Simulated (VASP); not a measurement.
Ca3Mg:

```
CELL_PARAMETERS angstrom
5.29000 0.00000 0.00000
0.00000 5.29000 0.00000
0.00000 0.00000 5.29000
ATOMIC_POSITIONS crystal
Mg 0.00000 0.00000 0.00000
Ca 0.00000 0.50000 0.50000
Ca 0.50000 0.00000 0.50000
Ca 0.50000 0.50000 0.00000
```

```yaml
Program: VASP 6.6.1
Task: relaxation of cell and atoms
Functional: LDA
Potentials_or_basis: VASP PAW LDA potentials, release 64 (Mg, Ca_sv)
Cutoff: 600 eV
k_mesh: 4 × 4 × 4
Occupations: methfessel-paxton, width 0.05 eV
Spin: no spin polarisation
```

At the start: pressure -2.3 GPa; volume 37.01 Å³/atom.

Problem. How do energy, volume and symmetry change on relaxing?

Solution. Over 3 steps the energy falls by 31.9 meV/atom and the volume is 33.08 Å³/atom (-10.6 %); space group Pm-3m (No. 221, to 0.1 Å) before and after.

Step by step:
| step | energy change (eV) | largest force (eV/Å) | pressure (GPa) | volume (Å³) |
| --- | --- | --- | --- | --- |
| 1 | 0.0000 | 0.0000 | -2.34 | 148.04 |
| 2 | -0.1150 | 0.0000 | -0.83 | 136.76 |
| 3 | -0.1277 | 0.0000 | -0.08 | 132.33 |

Final structure:
```xyz
4
Lattice="5.0959 0.0000 0.0000 0.0000 5.0959 0.0000 0.0000 0.0000 5.0959" Properties=species:S:1:pos:R:3 pbc="T T T"
Mg    0.0000    0.0000    0.0000
Ca    0.0000    2.5479    2.5479
Ca    2.5479    0.0000    2.5479
Ca    2.5479    2.5479    0.0000
```
